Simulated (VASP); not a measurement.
Wanted: the native input for a VASP 6.6.1 run.

```yaml
Task: single point
Functional: PBEsol
Potentials_or_basis: VASP PAW PBE potentials, release 64 (Al, Ni)
Cutoff: 520 eV
k_mesh: 14 × 14 × 14
Occupations: gaussian, width 0.15 eV
Spin: no spin polarisation
Dipole_correction: no
Further_INCAR_settings: ALGO = Fast; EDIFF = 1e-06; NBANDS = 24
```

The structure of AlNi3 lies in POSCAR:

```
AlNi3
1.0
    0.0000000000      2.7984078565      2.7984078565
    2.7984078565      0.0000000000      2.7984078565
    2.7984078565      2.7984078565      0.0000000000
Al Ni
1 3
Direct
    0.5000000000      0.5000000000      0.5000000000
    0.2500000000      0.2500000000      0.2500000000
    0.1072038157      0.1072038157     -0.1072038157
    0.7500000000      0.7500000000      0.7500000000
```

This cell differs from its parent crystal: atom 3 (Ni) moved -0.600 Å towards its neighbour atom 1 (Al) at 2.798 Å.

One way to write it, as run:

INCAR

```
PREC     = Accurate       # precision mode
ENCUT    = 520            # plane-wave cutoff, eV
EDIFF    = 1E-6           # SCF threshold, eV
ISMEAR   = 0              # smearing method
SIGMA    = 0.15           # smearing width, eV
LREAL    = False          # projectors in reciprocal space
LASPH    = True           # aspherical terms in the spheres
NELM     = 100            # most SCF steps
ALGO     = Fast           # electronic algorithm
ISIF     = 2              # what is computed and relaxed
LWAVE    = False          # write WAVECAR
LCHARG   = False          # write CHGCAR
GGA      = PS             # functional
NBANDS   = 24             # bands
```

KPOINTS

```
Automatic mesh
0
Gamma
  14 14 14
```

Potentials or basis: VASP PAW PBE potentials, release 64 (Al, Ni).

Command:

```bash
$ cat potpaw_PBE.64/Al/POTCAR potpaw_PBE.64/Ni/POTCAR > POTCAR
$ mpirun -np 1 vasp_std > vasp.out
```

It gave:

The pressure is 22.1 GPa, the largest force is 6.258 eV/Å and the band gap on the k mesh is zero (an odd number of electrons rules out a gap without spin polarisation).

Caveat: the cell differs from its parent crystal (atom 3 (Ni) moved -0.600 Å towards its neighbour atom 1 (Al) at 2.798 Å); the stress differs along the axes, from 16 to 25 GPa; the PAW data sets were made with another functional, which shifts forces and pressure a little.

Wall time 2.3 min on 1 thread of Intel(R) Xeon(R) 6975P-C (Granite Rapids) (shared host), peak memory 0.33 GiB.
